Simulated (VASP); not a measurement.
# SiC2 (P4_2/mnm) in VASP: a series of runs, part 2 of 2

VASP 6.6.1.

**3. Single point, PBE**

The input, INCAR:

```
PREC = Accurate
ENCUT = 520
EDIFF = 1E-6
ISMEAR = 0
SIGMA = 0.1
LREAL = F
LASPH = T
NELM = 100
ALGO = Normal
ISIF = 2
LWAVE = F
LCHARG = F
GGA = PE
NBANDS = 21
```

The input, KPOINTS:

```
regular mesh
0
Gamma
  8 6 6
```

The input, POSCAR:

```
SiC2
1.0
    0.0000000000      0.0000000000      2.9468772969
    4.5452460195      0.0000000000      0.0000000000
    0.0000000000      4.5452460195      0.0000000000
Si C
2 4
Direct
    0.0000000000      0.0000000000      0.0000000000
    0.5000000000      0.5000000000      0.5000000000
    0.0000000000      0.2929606817      0.2929606817
    0.5000000000      0.2070393183      0.7929606817
    0.0000000000      0.7070393183      0.7070393183
    0.5000000000      0.7929606817      0.2070393183
```

Potentials or basis: VASP PAW PBE potentials, release 64 (Si, C).

Started as:

```console
$ cat potpaw_PBE.64/Si/POTCAR potpaw_PBE.64/C/POTCAR > POTCAR
$ mpirun -np 1 vasp_std > vasp.out
```

OUTCAR:

```text
PREC = Accurate
   ENCUT = 520
   EDIFF = 1E-6
   ISMEAR = 0
   LREAL = F
   LASPH = T
   NELM = 100
   ISIF = 2
   GGA = PE

 ion  position               nearest neighbor table
   1  0.000  0.000  0.000-   3 1.88   5 1.88   4 1.99   6 1.99   4 1.99   6 1.99
   2  0.500  0.500  0.500-   4 1.88   6 1.88   5 1.99   3 1.99   3 1.99   5 1.99
   3  0.000  0.293  0.293-   1 1.88   2 1.99   2 1.99
   4  0.500  0.207  0.793-   2 1.88   1 1.99   1 1.99
   5  0.000  0.707  0.707-   1 1.88   2 1.99   2 1.99
   6  0.500  0.793  0.207-   2 1.88   1 1.99   1 1.99

  LATTYP: Found a simple tetragonal cell.
 ALAT       =     4.5452460195
 C/A-ratio  =     0.6483427485

  Lattice vectors:

 A1 = (   4.5452460195,   0.0000000000,   0.0000000000)
 A2 = (   0.0000000000,   4.5452460195,   0.0000000000)
 A3 = (   0.0000000000,   0.0000000000,   2.9468772969)

Analysis of symmetry for initial positions (statically):
=====================================================================
 Subroutine PRICEL returns:
 Original cell was already a primitive cell.

 Routine SETGRP: Setting up the symmetry group for a
 simple tetragonal supercell.

 Subroutine GETGRP returns: Found 16 space group operations
 (whereof  8 operations were pure point group operations)
 out of a pool of 16 trial point group operations.

The static configuration has the point symmetry D_2h.
 The point group associated with its full space group is D_4h.

Analysis of symmetry for dynamics (positions and initial velocities):
=====================================================================
 Subroutine PRICEL returns:
 Original cell was already a primitive cell.

 Routine SETGRP: Setting up the symmetry group for a
 simple tetragonal supercell.

 Subroutine GETGRP returns: Found 16 space group operations
 (whereof  8 operations were pure point group operations)
 out of a pool of 16 trial point group operations.
[... 125 lines left out ...]
   ISMEAR =     0;   SIGMA  =   0.10  broadening in eV -4-tet -1-fermi 0-gaus
   EFERMI_NEDOS =   21; number of points for ismear=-14 and -15
   IALGO  =     38    algorithm
   IMIX   =      4    mixing-type and parameters
     AMIX     =   0.40;   BMIX     =  1.00
     AMIX_MAG =   1.60;   BMIX_MAG =  1.00
  volume/ion in A,a.u.               =      10.15        68.47
  Fermi-wavevector in a.u.,A,eV,Ry     =   1.200382  2.268394 19.604879  1.440918
  Thomas-Fermi vector in A             =   2.336220
   LORBIT       =      0    0 simple, 1 ext, 2 COOP (PROOUT), +10 PAW based schemes
   GGA     = PE    functional components
   LHFCALC =     F    Hartree Fock is set to
   AEXX    =    0.0000 exact exchange contribution
   IVDW    =     0    specifies the selected vdW correction
   LEPSILON=     F    determine dielectric tensor
   LRPA    =     F    only Hartree local field effects (RPA)
 non-spin polarized calculation
 Gauss-broadening in eV      SIGMA  =   0.10
  energy-cutoff  :      520.00
  volume of cell :       60.88
 maximum number of plane-waves:      1655
 NGX is ok and might be reduce to    24
   NGX = 11   NGY = 17   NGZ = 17

 number of electron      24.0000001 magnetization

 Free energy of the ion-electron system (eV)
  ---------------------------------------------------
  ext. energy  EPLUGINS =         0.00000000
  ---------------------------------------------------
  free energy    TOTEN  =       -36.72340114 eV

  energy without entropy =      -36.71148281  energy(sigma->0) =      -36.71744198

 E-fermi :   6.5538     XC(G=0): -11.2633

 val. band max:        6.5481257046   @ k =   0.0000   0.1667   0.1667
 cond. band min:       6.5674648080   @ k =   0.1250   0.3333   0.0000
 fundamental gap:      0.0193391034
 Fermi energy:         6.5538005383

 k-point     1 :       0.0000    0.0000    0.0000
  band No.  band energies     occupation
      1      -9.0335      2.00000
      2      -4.2179      2.00000
      3      -3.9879      2.00000
      4      -3.9879      2.00000
      5      -0.1080      2.00000
      6       2.0105      2.00000
[... 565 lines left out ...]
     20      17.3657      0.00000
     21      19.1924      0.00000

 [... further k-points ...]
[... 5 lines left out ...]
  --------------------------------------------------------------------------------------
  -------------------------------------------------------------------------------------
  Total       -0.0577295     -0.0577295     -0.1091666      0.0000000      0.0000000      0.0000000
  in kB       -1.5192574     -1.5192574     -2.8729191      0.0000000      0.0000000      0.0000000
  external PRESSURE =      -1.9704780 kB  Pullay stress =       0.0000000 kB

 VOLUME and BASIS-vectors are now :
 -----------------------------------------------------------------------------
  energy-cutoff  :      520.00
  volume of cell :       60.88
      direct lattice vectors                 reciprocal lattice vectors
     0.000000000  0.000000000  2.946877297     0.000000000  0.000000000  0.339342259
     4.545246020  0.000000000  0.000000000     0.220010093  0.000000000  0.000000000
     0.000000000  4.545246020  0.000000000     0.000000000  0.220010093  0.000000000

 POSITION                                       TOTAL-FORCE (eV/Angst)
 -----------------------------------------------------------------------------------
      0.00000      0.00000      0.00000         0.000000      0.000000      0.000000
      2.27262      2.27262      1.47344         0.000000      0.000000      0.000000
      1.33158      1.33158      0.00000        -0.014706     -0.014706      0.000000
      0.94104      3.60420      1.47344         0.014706     -0.014706      0.000000
      3.21367      3.21367      0.00000         0.014706      0.014706      0.000000
      3.60420      0.94104      1.47344        -0.014706      0.014706      0.000000
 -----------------------------------------------------------------------------------
    total drift:                                0.000000      0.000000      0.000000

  FREE ENERGIE OF THE ION-ELECTRON SYSTEM (eV)
  ---------------------------------------------------
  free  energy   TOTEN  =       -36.7234011426 eV

  energy  without entropy=      -36.7114828123  energy(sigma->0) =      -36.71744198
```

Run time: 44 s. Hardware: 1 thread of Intel Xeon 8259CL, shared host; peak memory 0.2 GiB.

Results:

```yaml
Free_energy: -36.7234 eV
Pressure: -0.2 GPa
Largest_force: 0.021 eV/Å
Band_gap_on_the_k_mesh: zero (bands 12 and 13 overlap by 1.84 eV)
```

Forces in eV/Å, atoms in the order of the input:
```
Si   0.000  0.000  0.000
Si   0.000  0.000  0.000
C   -0.015 -0.015  0.000
C    0.015 -0.015  0.000
C    0.015  0.015  0.000
C   -0.015  0.015  0.000
```

Stress tensor (GPa, compression positive):
```
-0.15  0.00  0.00
 0.00 -0.15  0.00
 0.00  0.00 -0.29
```

The gap in the log of VASP goes by the Fermi energy; the results here count the filled bands.